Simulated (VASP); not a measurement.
# TePb (Fm-3m) in VASP: further runs

TePb is run at these levels: LDA, revPBE+D3(BJ), PBE; tasks: single point.

Program: VASP 6.6.1. These are calculated values, not measurements. Logs are shortened: lines on timing, memory, paths and dates and some standing lists are left out, and cuts for length are marked.

## 1. The cell of the first run

It takes space group Fm-3m (No. 225, cubic). The conventional cell has a = 6.382 Å, b = 6.382 Å, c = 6.382 Å, α = 90.00°, β = 90.00°, γ = 90.00°. Pb (site symmetry m-3m) has 6 Te at 3.19 Å within 4.2 Å. Te (site symmetry m-3m) has 6 Pb at 3.19 Å within 4.2 Å.

## 2. Single point, LDA

INCAR reads:

```
PREC = Accurate ; ENCUT = 520
EDIFF = 1E-6 ; ISMEAR = 0
SIGMA = 0.01 ; LREAL = False
LASPH = True ; NELM = 100
ALGO = Normal ; ISIF = 2
LWAVE = False ; LCHARG = False
NBANDS = 17
```

KPOINTS reads:

```
regular mesh
0
Gamma
  7 7 7
```

POSCAR reads:

```
TePb
1.0
    0.0000000000      3.1907619364      3.1907619364
    3.1907619364      0.0000000000      3.1907619364
    3.1907619364      3.1907619364      0.0000000000
Pb Te
1 1
Direct
    0.0000000000      0.0000000000      0.0000000000
    0.5000000000      0.5000000000      0.5000000000
```

Potentials or basis: VASP PAW LDA potentials, release 64 (Pb_d, Te).

The run is started by

```sh
> cat potpaw_LDA.64/Pb_d/POTCAR potpaw_LDA.64/Te/POTCAR > POTCAR
> mpirun -np 1 vasp_std > vasp.out
```

OUTCAR:

```text
PREC = Accurate
   ENCUT = 520
   EDIFF = 1E-6
   ISMEAR = 0
   LREAL = False
   LASPH = True
   NELM = 100
   ISIF = 2

 ion  position               nearest neighbor table
   1  0.000  0.000  0.000-   2 3.19   2 3.19   2 3.19   2 3.19   2 3.19   2 3.19
   2  0.500  0.500  0.500-   1 3.19   1 3.19   1 3.19   1 3.19   1 3.19   1 3.19

  LATTYP: Found a face centered cubic cell.
 ALAT       =     6.3815238728

  Lattice vectors:

 A1 = (   0.0000000000,   3.1907619364,   3.1907619364)
 A2 = (   3.1907619364,   0.0000000000,   3.1907619364)
 A3 = (   3.1907619364,   3.1907619364,   0.0000000000)

Analysis of symmetry for initial positions (statically):
=====================================================================
 Subroutine PRICEL returns:
 Original cell was already a primitive cell.

 Routine SETGRP: Setting up the symmetry group for a
 face centered cubic supercell.

 Subroutine GETGRP returns: Found 48 space group operations
[... 9 lines left out ...]

 Routine SETGRP: Setting up the symmetry group for a
 face centered cubic supercell.

 Subroutine GETGRP returns: Found 48 space group operations
[... 11 lines left out ...]
                                     Primitive cell

  volume of cell :      64.9701

  direct lattice vectors                    reciprocal lattice vectors
     0.000000000  3.190761936  3.190761936    -0.156702383  0.156702383  0.156702383
     3.190761936  0.000000000  3.190761936     0.156702383 -0.156702383  0.156702383
     3.190761936  3.190761936  0.000000000     0.156702383  0.156702383 -0.156702383

  length of vectors
     4.512418805  4.512418805  4.512418805     0.271416490  0.271416490  0.271416490

  position of ions in fractional coordinates (direct lattice)
     0.000000000  0.000000000  0.000000000
     0.500000000  0.500000000  0.500000000

  ion indices of the primitive-cell ions
   primitive index   ion index
                 1           1
                 2           2

----------------------------------------------------------------------------------------

 KPOINTS: regular mesh

Automatic generation of k-mesh.
 Grid dimensions read from file:
 generate k-points for:    7    7    7

 Generating k-lattice:

  Cartesian coordinates                     Fractional coordinates (reciprocal lattice)
    -0.022386055  0.022386055  0.022386055     0.142857143  0.000000000  0.000000000
     0.022386055 -0.022386055  0.022386055     0.000000000  0.142857143  0.000000000
     0.022386055  0.022386055 -0.022386055     0.000000000  0.000000000  0.142857143

  Length of vectors
     0.038773784  0.038773784  0.038773784

  Shift w.r.t. Gamma in fractional coordinates (k-lattice)
     0.000000000  0.000000000  0.000000000

 Subroutine IBZKPT returns following result:
 ===========================================

 Found     20 irreducible k-points:

 Following reciprocal coordinates:
            Coordinates               Weight
  0.000000  0.000000  0.000000      1.000000
  0.142857  0.000000  0.000000      8.000000
  0.285714  0.000000  0.000000      8.000000
  0.428571  0.000000  0.000000      8.000000
  0.142857  0.142857  0.000000      6.000000
  0.285714  0.142857  0.000000     24.000000
[... 12 lines left out ...]
 -0.428571  0.428571  0.142857     24.000000
 -0.285714  0.428571  0.142857     24.000000
   k-points           NKPTS =     20   k-points in BZ     NKDIM =     20   number of bands    NBANDS=     17
   number of dos      NEDOS =    301   number of ions     NIONS =      2
   total plane-waves  NPLWV =  46656
   dimension x,y,z NGX =    36 NGY =   36 NGZ =   36
   dimension x,y,z NGXF=    72 NGYF=   72 NGZF=   72
   ions per type =               1   1
   NGX,Y,Z   is equivalent  to a cutoff of  13.26, 13.26, 13.26 a.u.
   NGXF,Y,Z  is equivalent  to a cutoff of  26.53, 26.53, 26.53 a.u.
 SYSTEM =  unknown system
   PREC   = accura    normal or accurate (medium, high low for compatibility)
   ISTART =      0    job   : 0-new  1-cont  2-samecut
   ICHARG =      2    charge: 1-file 2-atom 10-const
   ISPIN  =      1    spin polarized calculation?
   LNONCOLLINEAR =      F non collinear calculations
   LSORBIT =      F    spin-orbit coupling
   LASPH  =      T    aspherical Exc in radial PAW
   ENCUT  =  520.0 eV  38.22 Ry    6.18 a.u.   8.39  8.39  8.39*2*pi/ulx,y,z
   NELM   =    100;   NELMIN=  2; NELMDL= -5     # of ELM steps
   EDIFF  = 0.1E-05   stopping-criterion for ELM
   LREAL  =      F    real-space projection
   EDIFFG = 0.1E-04   stopping-criterion for IOM
   NSW    =      0    number of steps for IOM
   IBRION =     -1    ionic relax: 0-MD 1-quasi-New 2-CG
   NFREE  =      0    steps in history (QN), initial steepest desc. (CG)
   ISIF   =      2    stress and relaxation
   ISYM   =      2    0-nonsym 1-usesym 2-fastsym
   POTIM  = 0.5000    time-step for ionic-motion
   TEBEG  =    0.0;   TEEND  =   0.0 temperature during run
   PSTRESS=    0.0 pullay stress
   NELECT =      20.0000    total number of electrons
   NUPDOWN=      -1.0000    fix difference up-down
   EMIN   =  10.00;   EMAX   =-10.00  energy-range for DOS
   EFERMI =   0.00;   METHOD = LEGACY
   ISMEAR =     0;   SIGMA  =   0.01  broadening in eV -4-tet -1-fermi 0-gaus
   EFERMI_NEDOS =   21; number of points for ismear=-14 and -15
   IALGO  =     38    algorithm
   IMIX   =      4    mixing-type and parameters
     AMIX     =   0.40;   BMIX     =  1.00
     AMIX_MAG =   1.60;   BMIX_MAG =  1.00
  volume/ion in A,a.u.               =      32.49       219.22
  Fermi-wavevector in a.u.,A,eV,Ry     =   1.105385  2.088876 16.624647  1.221877
  Thomas-Fermi vector in A             =   2.241872
   LORBIT       =      0    0 simple, 1 ext, 2 COOP (PROOUT), +10 PAW based schemes
   GGA     = CA    functional components
   LHFCALC =     F    Hartree Fock is set to
   AEXX    =    0.0000 exact exchange contribution
   IVDW    =     0    specifies the selected vdW correction
   LEPSILON=     F    determine dielectric tensor
   LRPA    =     F    only Hartree local field effects (RPA)
 non-spin polarized calculation
 Gauss-broadening in eV      SIGMA  =   0.01
  energy-cutoff  :      520.00
  volume of cell :       64.97
 maximum number of plane-waves:      1807
 NGX is ok and might be reduce to    36
   NGX = 17   NGY = 17   NGZ = 17

 number of electron      19.9999999 magnetization

 Free energy of the ion-electron system (eV)
  ---------------------------------------------------
  ext. energy  EPLUGINS =         0.00000000
  ---------------------------------------------------
  free energy    TOTEN  =        -8.77693750 eV

  energy without entropy =       -8.77693750  energy(sigma->0) =       -8.77693750

 E-fermi :   5.8655     XC(G=0):  -9.7406

 val. band max:        5.7919310540   @ k =   0.4286   0.0000   0.0000
 cond. band min:       6.6743001980   @ k =   0.4286   0.0000   0.0000
 fundamental gap:      0.8823691440
 Fermi energy:         5.8655326960

 k-point     1 :       0.0000    0.0000    0.0000
  band No.  band energies     occupation
      1     -10.8229      2.00000
      2     -10.8229      2.00000
      3     -10.8059      2.00000
      4     -10.8059      2.00000
      5     -10.8059      2.00000
      6      -6.4621      2.00000
[... 9 lines left out ...]
     16      11.6084      0.00000
     17      13.0470      0.00000

 k-point     2 :       0.1429    0.0000    0.0000
  band No.  band energies     occupation
      1     -10.8258      2.00000
      2     -10.8258      2.00000
      3     -10.8053      2.00000
      4     -10.8026      2.00000
      5     -10.8026      2.00000
      6      -6.2783      2.00000
[... 9 lines left out ...]
     16      11.9964      0.00000
     17      14.4664      0.00000

 k-point     3 :       0.2857    0.0000    0.0000
  band No.  band energies     occupation
      1     -10.8334      2.00000
      2     -10.8334      2.00000
      3     -10.8043      2.00000
      4     -10.7940      2.00000
      5     -10.7940      2.00000
      6      -5.7562      2.00000
[... 9 lines left out ...]
     16      13.0397      0.00000
     17      16.7775      0.00000

 k-point     4 :       0.4286    0.0000    0.0000
  band No.  band energies     occupation
      1     -10.8399      2.00000
      2     -10.8399      2.00000
      3     -10.8038      2.00000
      4     -10.7867      2.00000
      5     -10.7867      2.00000
      6      -5.0808      2.00000
[... 9 lines left out ...]
     16      14.5756      0.00000
     17      15.9583      0.00000

 k-point     5 :       0.1429    0.1429    0.0000
  band No.  band energies     occupation
      1     -10.8332      2.00000
      2     -10.8204      2.00000
      3     -10.8081      2.00000
      4     -10.8004      2.00000
      5     -10.8004      2.00000
      6      -6.2168      2.00000
[... 9 lines left out ...]
     16      12.6628      0.00000
     17      13.9359      0.00000

 k-point     6 :       0.2857    0.1429    0.0000
  band No.  band energies     occupation
      1     -10.8443      2.00000
      2     -10.8228      2.00000
      3     -10.8079      2.00000
      4     -10.7947      2.00000
      5     -10.7924      2.00000
      6      -5.8077      2.00000
[... 9 lines left out ...]
     16      13.7290      0.00000
     17      15.3575      0.00000
[... 201 lines left out ...]
 k-point    17 :       0.4286    0.2857    0.1429
  band No.  band energies     occupation
      1     -10.8565      2.00000
      2     -10.8246      2.00000
      3     -10.8070      2.00000
      4     -10.7885      2.00000
      5     -10.7878      2.00000
      6      -5.3335      2.00000
[... 9 lines left out ...]
     16      14.8626      0.00000
     17      15.6364      0.00000

 k-point    18 :      -0.4286    0.2857    0.1429
  band No.  band energies     occupation
      1     -10.8626      2.00000
      2     -10.8299      2.00000
      3     -10.8008      2.00000
      4     -10.7913      2.00000
      5     -10.7818      2.00000
      6      -4.7731      2.00000
[... 9 lines left out ...]
     16      15.2638      0.00000
     17      16.3340      0.00000

 k-point    19 :      -0.4286    0.4286    0.1429
  band No.  band energies     occupation
      1     -10.8838      2.00000
      2     -10.8189      2.00000
      3     -10.8099      2.00000
      4     -10.7840      2.00000
      5     -10.7765      2.00000
      6      -4.6535      2.00000
[... 9 lines left out ...]
     16      16.1528      0.00000
     17      16.8526      0.00000

 k-point    20 :      -0.2857    0.4286    0.1429
  band No.  band energies     occupation
      1     -10.8760      2.00000
      2     -10.8257      2.00000
      3     -10.8009      2.00000
      4     -10.7923      2.00000
      5     -10.7766      2.00000
      6      -4.5087      2.00000
[... 9 lines left out ...]
     16      16.1897      0.00000
     17      16.7599      0.00000

------------------------ aborting loop because EDIFF is reached ----------------------------------------

  FORCE on cell =-STRESS in cart. coord.  units (eV):
  Direction    XX          YY          ZZ          XY          YZ          ZX
  --------------------------------------------------------------------------------------
  -------------------------------------------------------------------------------------
  Total        0.0051052      0.0051052      0.0051052     -0.0000000     -0.0000000     -0.0000000
  in kB        0.1258950      0.1258950      0.1258950     -0.0000000     -0.0000000     -0.0000000
  external PRESSURE =       0.1258950 kB  Pullay stress =       0.0000000 kB

 VOLUME and BASIS-vectors are now :
 -----------------------------------------------------------------------------
  energy-cutoff  :      520.00
  volume of cell :       64.97
      direct lattice vectors                 reciprocal lattice vectors
     0.000000000  3.190761936  3.190761936    -0.156702383  0.156702383  0.156702383
     3.190761936  0.000000000  3.190761936     0.156702383 -0.156702383  0.156702383
     3.190761936  3.190761936  0.000000000     0.156702383  0.156702383 -0.156702383

 POSITION                                       TOTAL-FORCE (eV/Angst)
 -----------------------------------------------------------------------------------
      0.00000      0.00000      0.00000         0.000000      0.000000     -0.000000
      3.19076      3.19076      3.19076         0.000000      0.000000      0.000000
 -----------------------------------------------------------------------------------
    total drift:                               -0.000000      0.000000      0.000000

  FREE ENERGIE OF THE ION-ELECTRON SYSTEM (eV)
  ---------------------------------------------------
  free  energy   TOTEN  =        -8.7769374965 eV

  energy  without entropy=       -8.7769374965  energy(sigma->0) =       -8.77693750
```

Run time: 17 s. Hardware: 1 thread of Intel Xeon Platinum 8259CL at 2.50GHz (Skylake/Cascade Lake), shared host; peak memory 0.17 GiB.

Results:

| Property | Result |
| --- | --- |
| Free energy | -8.7769 eV |
| Pressure | 0.0 GPa |

Caveat: this odd mesh misses L, where the gap lies, so gap, dielectric constants and Born charges aren't listed; spin-orbit coupling is left out, which moves the levels of the heavy elements.

## 3. Single point, revPBE+D3(BJ)

This run uses another cell than the first one, of 33.38 Å³/atom, 1.028 times its volume.

INCAR reads:

```
SYSTEM = TePb
ALGO = Normal
EDIFF = 1E-6
ENCUT = 520
GGA = RE
ISIF = 2
ISMEAR = -1
IVDW = 12
LASPH = .True.
LCHARG = .True.
LELF = .True.
LREAL = .False.
LVHAR = .True.
LWAVE = .False.
NBANDS = 17
NELM = 80
PREC = Accurate
SIGMA = 0.05
```

KPOINTS reads:

```
k-points
0
Gamma
  7 7 7
  0 0 0
```

POSCAR reads:

```
TePb
1.0
    0.0000000000      3.2198353348      3.2198353348
    3.2198353348      0.0000000000      3.2198353348
    3.2198353348      3.2198353348      0.0000000000
Pb Te
1 1
Direct
    0.0000000000      0.0000000000      0.0000000000
    0.5000000000      0.5000000000      0.5000000000
```

Potentials or basis: VASP PAW PBE potentials, release 64 (Pb_d, Te).

The run is started by

```sh
> cat potpaw_PBE.64/Pb_d/POTCAR potpaw_PBE.64/Te/POTCAR > POTCAR
> mpirun -np 1 vasp_std > vasp.out
```

Wall time 20 s (1 thread of Intel Xeon Platinum 8259CL at 2.50GHz (Skylake/Cascade Lake), shared host); peak memory 0.22 GiB.

Results (log left out):

```yaml
Free_energy: -8.3653 eV
Pressure: -0.1 GPa
Dispersion_energy_per_atom: -0.751 eV
```

Levels at points of the mesh, in eV from the Fermi level:
| k point | band 7 | band 8 | band 9 | band 10 | band 11 | band 12 | band 13 | band 14 |
| --- | --- | --- | --- | --- | --- | --- | --- | --- |
| (0.00, 0.00, 0.00) | -5.97 | -1.82 | -1.82 | -1.82 | 3.69 | 3.69 | 3.69 | 5.36 |

Caveat: this odd mesh misses L, where the gap lies, so gap, dielectric constants and Born charges aren't listed; the PAW data sets were made with another functional, which shifts forces and pressure a little; spin-orbit coupling is left out, which moves the levels of the heavy elements.

## 4. Single point, PBE

This run uses another cell than the first one, of 33.73 Å³/atom, 1.038 times its volume.

INCAR reads:

```
ALGO = Normal ; EDIFF = 1E-6
ENCUT = 520 ; GGA = PE
ISIF = 2 ; ISMEAR = 0
LASPH = T ; LCHARG = F
LREAL = F ; LWAVE = F
NBANDS = 17 ; NELM = 60
PREC = Accurate ; SIGMA = 0.025
```

KPOINTS reads:

```
k-points
0
Gamma
  7 7 7
```

POSCAR reads:

```
TePb
1.0
    0.0000000000      3.2310000000      3.2310000000
    3.2310000000      0.0000000000      3.2310000000
    3.2310000000      3.2310000000      0.0000000000
Pb Te
1 1
Direct
    0.0000000000      0.0000000000      0.0000000000
    0.5000000000      0.5000000000      0.5000000000
```

The run is started by

```sh
> cat potpaw_PBE.64/Pb_d/POTCAR potpaw_PBE.64/Te/POTCAR > POTCAR
> mpirun -np 1 vasp_std > vasp.out
```

Run time: 19 s. Hardware: 1 thread of Intel Xeon Platinum 8259CL at 2.50GHz (Skylake/Cascade Lake), shared host; peak memory 0.2 GiB.

Results (log left out):

```yaml
Free_energy: -7.5026 eV
Pressure: 2.1 GPa
```

Levels at points of the mesh, in eV from the Fermi level:
```csv
k point,band 8,band 9,band 10,band 11,band 12,band 13
"(0.00, 0.00, 0.00)",-1.40,-1.40,-1.40,4.03,4.03,4.03
```

Caveat: this odd mesh misses L, where the gap lies, so gap, dielectric constants and Born charges aren't listed; spin-orbit coupling is left out, which moves the levels of the heavy elements.

## 5. Single point, PBE

This run uses another cell than the first one, of 33.73 Å³/atom, 1.038 times its volume.

INCAR reads:

```
SYSTEM = TePb
PREC     = Accurate       ! precision mode
ENCUT    = 520            ! plane-wave cutoff, eV
EDIFF    = 1E-6           ! SCF threshold, eV
ISMEAR   = 0              ! smearing method
SIGMA    = 0.013000000000000001 ! smearing width, eV
LREAL    = .False.        ! projectors in reciprocal space
LASPH    = .True.         ! aspherical terms in the spheres
NELM     = 60             ! most SCF steps
ALGO     = Normal         ! electronic algorithm
ISIF     = 2              ! what is computed and relaxed
LWAVE    = .False.        ! write WAVECAR
LCHARG   = .False.        ! write CHGCAR
GGA      = PE             ! functional
NBANDS   = 17             ! bands
```

KPOINTS reads:

```
regular mesh
0
Gamma
  7 7 7
  0 0 0
```

POSCAR is that of step 4.

The run is started by

```sh
> cat potpaw_PBE.64/Pb_d/POTCAR potpaw_PBE.64/Te/POTCAR > POTCAR
> mpirun -np 1 vasp_std > vasp.out
```

Wall time 19 s (1 thread of Intel Xeon Platinum 8259CL at 2.50GHz (Skylake/Cascade Lake), shared host); peak memory 0.21 GiB.

The run converged. Its results:

| Item | Value |
| --- | --- |
| Free energy | -7.5026 eV |
| Pressure | 2.1 GPa |

Levels at points of the mesh, in eV from the Fermi level:
```csv
k point,band 8,band 9,band 10,band 11,band 12,band 13
"(0.00, 0.00, 0.00)",-1.31,-1.31,-1.31,4.12,4.12,4.12
```

Caveat: this odd mesh misses L, where the gap lies, so gap, dielectric constants and Born charges aren't listed; spin-orbit coupling is left out, which moves the levels of the heavy elements.

## 6. Single point, LDA

This run uses another cell than the first one, of 33.73 Å³/atom, 1.038 times its volume.

INCAR reads:

```
SYSTEM = TePb
PREC = Accurate
ENCUT = 520
EDIFF = 1E-7
ISMEAR = -1
SIGMA = 0.05
LREAL = .False.
LASPH = .True.
NELM = 80
ALGO = Normal
ISIF = 2
LWAVE = .False.
LCHARG = .False.
GGA = CA
NBANDS = 17
```

KPOINTS is that of step 5.

POSCAR is that of step 5.

Potentials or basis: VASP PAW LDA potentials, release 64 (Pb_d, Te).

The run is started by

```sh
> cat potpaw_LDA.64/Pb_d/POTCAR potpaw_LDA.64/Te/POTCAR > POTCAR
> mpirun -np 1 vasp_std > vasp.out
```

It took 18 s on 1 thread of Intel Xeon Platinum 8259CL at 2.50GHz (Skylake/Cascade Lake), shared host; peak memory 0.18 GiB.

It converged, with:

```yaml
Free_energy: -8.7643 eV
Pressure: -1.7 GPa
```

Levels at points of the mesh, in eV from the Fermi level:
```csv
k point,band 8,band 9,band 10,band 11,band 12,band 13
"(0.00, 0.00, 0.00)",-1.70,-1.70,-1.70,3.63,3.63,3.63
```

Caveat: this odd mesh misses L, where the gap lies, so gap, dielectric constants and Born charges aren't listed; spin-orbit coupling is left out, which moves the levels of the heavy elements.

## 7. Summary

```csv
level,potentials or basis,cell,smearing,pressure (GPa)
LDA,"VASP PAW LDA potentials, release 64 (Pb_d, Te)","a = 4.512 Å, angles 60.0°, 2 atoms",gaussian 0.01 eV,0.0
revPBE+D3(BJ),"VASP PAW PBE potentials, release 64 (Pb_d, Te)","a = 4.554 Å, angles 60.0°, 2 atoms",fermi-dirac 0.05 eV,-0.1
PBE,"VASP PAW PBE potentials, release 64 (Pb_d, Te)","a = 4.569 Å, angles 60.0°, 2 atoms",gaussian 0.025 eV,2.1
PBE,"VASP PAW PBE potentials, release 64 (Pb_d, Te)","a = 4.569 Å, angles 60.0°, 2 atoms",gaussian 0.013 eV,2.1
LDA,"VASP PAW LDA potentials, release 64 (Pb_d, Te)","a = 4.569 Å, angles 60.0°, 2 atoms",fermi-dirac 0.05 eV,-1.7
```

Alike in all rows: task single point; no spin polarisation; k mesh 7 × 7 × 7; cutoff (eV) 520.

Caveats: spin-orbit coupling is left out, which moves the levels of the heavy elements; the PAW data sets were made with another functional, which shifts forces and pressure a little (some runs).

Total energies depend on the potentials used, so only differences within one code and one set of settings carry meaning.
